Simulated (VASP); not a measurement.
KCl, 2 atoms in the cell. The structure is tetragonal, space group P4/mmm (No. 123). Conventional cell: a = 3.634 Å, b = 3.634 Å, c = 3.707 Å, α = 90.00°, β = 90.00°, γ = 90.00°. Within 4.2 Å of K (site symmetry 4/mmm) lie 8 Cl at 3.17 Å and 6 K at 3.63 to 3.71 Å. Cl (site symmetry 4/mmm) has 8 K at 3.17 Å and 6 Cl at 3.63 to 3.71 Å within 4.2 Å.  This cell differs from its parent crystal: zz strain of +2 %.

| Quantity | Value |
| --- | --- |
| Program | VASP 6.6.1 |
| Task | single point |
| Functional | PBEsol |
| Potentials or basis | VASP PAW PBE potentials, release 64 (K_sv, Cl) |
| Cutoff | 520 eV |
| k mesh | 7 × 7 × 7 |
| Occupations | fermi-dirac, width 0.01 eV |
| Spin | no spin polarisation |
| Dipole correction | no |
| Further INCAR settings | ALGO = Normal; EDIFF = 1e-06; NBANDS = 15 |

Potentials or basis: VASP PAW PBE potentials, release 64 (K_sv, Cl).

Command:

```console
$ cat potpaw_PBE.64/K_sv/POTCAR potpaw_PBE.64/Cl/POTCAR > POTCAR
$ mpirun -np 1 vasp_std > vasp.out
```

Hardware: 1 thread of Intel(R) Xeon(R) Platinum 8259CL CPU @ 2.50GHz (Skylake/Cascade Lake), with other jobs on the host.

Problem. How long does it take, and how much memory?

Solution. It took 24 s on 1 thread of Intel(R) Xeon(R) Platinum 8259CL CPU @ 2.50GHz (Skylake/Cascade Lake) (shared host), peak memory 0.16 GiB. Counts: scf iterations 13, k points 40.
